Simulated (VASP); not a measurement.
Input of a VASP 6.6.1 run:

INCAR

```
SYSTEM = Fe2Pt
ALGO = Normal ; EDIFF = 1E-6
ENCUT = 520 ; GGA = PE
ISIF = 2 ; ISMEAR = 0
ISPIN = 2 ; LASPH = .True.
LCHARG = .False. ; LMAXMIX = 4
LORBIT = 11 ; LREAL = .False.
LWAVE = .False. ; MAGMOM = 4 4 4 4 0 0
NBANDS = 39 ; NELM = 150
PREC = Accurate ; SIGMA = 0.1
```

File KPOINTS:

```
k-points
0
Gamma
  6 6 2
  0 0 0
```

POSCAR

```
Fe2Pt
1.0
    2.6843123253     -0.0000000029      0.0000000000
   -1.3421561601      2.3246826668      0.0000000000
    0.0000000000      0.0000000000     13.0483583602
Fe Pt
4 2
Direct
    0.3333333333      0.6666666667      0.9201223391
    0.3333333333      0.6666666667      0.5798776609
    0.6666666667      0.3333333333      0.0798776609
    0.6666666667      0.3333333333      0.4201223391
    0.3333333333      0.6666666667      0.2500000000
    0.6666666667      0.3333333333      0.7500000000
```

Potentials or basis: VASP PAW PBE potentials, release 64 (Fe, Pt).

Command:

```bash
$ cat potpaw_PBE.64/Fe/POTCAR potpaw_PBE.64/Pt/POTCAR > POTCAR
$ mpirun -np 1 vasp_std > vasp.out
```

Question: What does it give for the site moments?

Answer: Fe +2.81; Pt +0.21 μB.

Question: Estimate the net moment.

Answer: 11.67 μB per cell.

Question: Predict the pressure.

Answer: -0.4 GPa.

Forces in eV/Å, atoms in the order of the input:
```
Fe   0.000  0.000 -0.018
Fe   0.000  0.000  0.018
Fe   0.000  0.000  0.018
Fe   0.000  0.000 -0.018
Pt   0.000  0.000  0.000
Pt   0.000  0.000  0.000
```

Caveat: the k points lie up to 0.45 Å⁻¹ apart.
